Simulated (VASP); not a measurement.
A run of VASP 6.6.1 is set up as follows.

Contents of INCAR:

```
SYSTEM = SrAsO3
PREC = Accurate
ENCUT = 520
EDIFF = 1E-6
ISMEAR = 1
SIGMA = 0.1
LREAL = .False.
LASPH = .True.
NELM = 80
ALGO = Normal
ISIF = 2
LWAVE = .False.
LCHARG = .True.
LELF = .True.
LVHAR = .True.
NBANDS = 24
```

KPOINTS

```
regular mesh
0
Gamma
  6 6 6
  0 0 0
```

The input POSCAR:

```
SrAsO3
1.0
    3.9074951519      0.0000000000      0.0000000000
    0.0000000000      3.9074951519      0.0000000000
    0.0000000000      0.0000000000      3.9074951519
Sr As O
1 1 3
Direct
    0.0000000000      0.0000000000      0.0000000000
    0.5000000000      0.5000000000      0.5000000000
    0.5000000000      0.5000000000      0.0000000000
    0.5000000000      0.0000000000      0.5000000000
    0.0000000000      0.5000000000      0.5000000000
```

Potentials or basis: VASP PAW LDA potentials, release 64 (Sr_sv, As, O).

The run is started by

```console
$ cat potpaw_LDA.64/Sr_sv/POTCAR potpaw_LDA.64/As/POTCAR potpaw_LDA.64/O/POTCAR > POTCAR
$ mpirun -np 1 vasp_std > vasp.out
```

(1) What does it give for the pressure?

Answers

(1) -2.3 GPa.

Caveat: an odd number of electrons without spin polarisation forces a metal; a magnetic or distorted state may lie lower.
